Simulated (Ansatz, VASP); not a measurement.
# One calculation of Ir, two programs

```
Ir
1.0
     0.00000    1.93797    1.93797
     1.93797    0.00000    1.93797
     1.93797    1.93797    0.00000
Ir
1
Direct
  0.00000 0.00000 0.00000
```

Alike in both runs: task relaxation of cell and atoms; functional PBE; k mesh 18 × 18 × 18; occupations gaussian, width 0.1 eV; no spin polarisation.

|  | VASP | Ansatz |
| --- | --- | --- |
| version | VASP 6.6.1 | Ansatz 0.2.0 |
| potentials or method | VASP PAW PBE potentials, release 64 (Ir), cutoff 600 eV | scalar-relativistic, plane waves, PAW |
| valence electrons in the cell | 9 | 17 |

|  | VASP | Ansatz | Ansatz less VASP |
| --- | --- | --- | --- |
| gap on the k mesh at the Fermi level, each at its own relaxed structure (eV) | none | none | - |
| relaxed volume (Å³/atom) | 14.52 | 14.50 | -0.022 |
| relaxed length of the cell vector where the two differ most in proportion (Å) | 2.738 | 2.737 | -0.0014 |

A gap of «none» marks a metal or a gap that the smearing closes. VASP's potentials hold 9 valence electrons a cell and Ansatz's 17, so a difference there can come from the potentials and not from the codes.

Neither program's run includes spin-orbit coupling.
